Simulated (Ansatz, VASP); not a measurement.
**Two plane-wave programs on B4PdRu2**

INCAR

```
SYSTEM = B4PdRu2
PREC = Accurate
ENCUT = 600
EDIFF = 1E-7
ISMEAR = 0
SIGMA = 0.1
LREAL = .False.
LASPH = .True.
NELM = 80
ALGO = Normal
ISIF = 3
LWAVE = .False.
LCHARG = .False.
GGA = PE
IBRION = 2
NSW = 100
EDIFFG = -0.01
```

File KPOINTS:

```
Automatic mesh
0
Gamma
  12 12 4
  0 0 0
```

File POSCAR:

```
B4PdRu2
1.0
    2.8977863281      0.0000000000      0.0000000000
   -1.4488931640      2.5095565749      0.0000000000
    0.0000000000      0.0000000000      9.5766923123
B Ru Pd
4 2 1
Direct
    0.3333333333      0.6666666667      0.5444200463
    0.6666666667      0.3333333333      0.6105624258
    0.6666666667      0.3333333333      0.1526869473
    0.3333333333      0.6666666667      0.2324180309
    0.6666666667      0.3333333333      0.3832848486
    0.3333333333      0.6666666667      0.0140982859
    0.0000000000      0.0000000000      0.7655294152
```

Input for Ansatz:

```yaml
crystal:
  lattice:
    - [2.8977863281, 0.0, 0.0]
    - [-1.448893164, 2.5095565749, 0.0]
    - [0.0, 0.0, 9.5766923123]
  atoms:
    - { symbol: B, position: [0.3333333333, 0.6666666667, 0.5444200463] }
    - { symbol: B, position: [0.6666666667, 0.3333333333, 0.6105624258] }
    - { symbol: B, position: [0.6666666667, 0.3333333333, 0.1526869473] }
    - { symbol: B, position: [0.3333333333, 0.6666666667, 0.2324180309] }
    - { symbol: Ru, position: [0.6666666667, 0.3333333333, 0.3832848486] }
    - { symbol: Ru, position: [0.3333333333, 0.6666666667, 0.0140982859] }
    - { symbol: Pd, position: [0.0, 0.0, 0.7655294152] }
basis:
  ecutwfc: 420
kpoints:
  mp_grid: { grid: [12, 12, 4] }
hamiltonian:
  xc: pbe
scf:
  occupations: { method: gaussian, width: 0.1 }
output:
  forces: true
  stress: true
  eigenvalues: true
relax:
  adjacent_minimum: "off"
  f_tol: 0.01
  max_steps: 80
  cell: { stress_tol: 0.05 }
```

Alike in both runs: task relaxation of cell and atoms; functional PBE; k mesh 12 × 12 × 4; occupations gaussian, width 0.1 eV; no spin polarisation.

```csv
,VASP,Ansatz
version,VASP 6.6.1,Ansatz 0.2.0
potentials or method,"VASP PAW PBE potentials, release 64 (B, Ru_pv, Pd), cutoff 600 eV","scalar-relativistic, plane waves, PAW"
valence electrons in the cell,50,62
```

VASP gave:

```
gap on the k mesh at the Fermi level, each at its own relaxed structure (eV)  : none
relaxed volume (Å³/atom)                                                      : 9.95
relaxed length of the cell vector where the two differ most in proportion (Å) : 9.608
```

Task: Estimate Ansatz's values.

Result: gap on the k mesh at the Fermi level, each at its own relaxed structure (eV): none; relaxed volume (Å³/atom): 9.96; relaxed length of the cell vector where the two differ most in proportion (Å): 9.610.

A gap of «none» marks a metal or a gap that the smearing closes. VASP's potentials hold 50 valence electrons a cell and Ansatz's 62, so a difference there can come from the potentials and not from the codes.
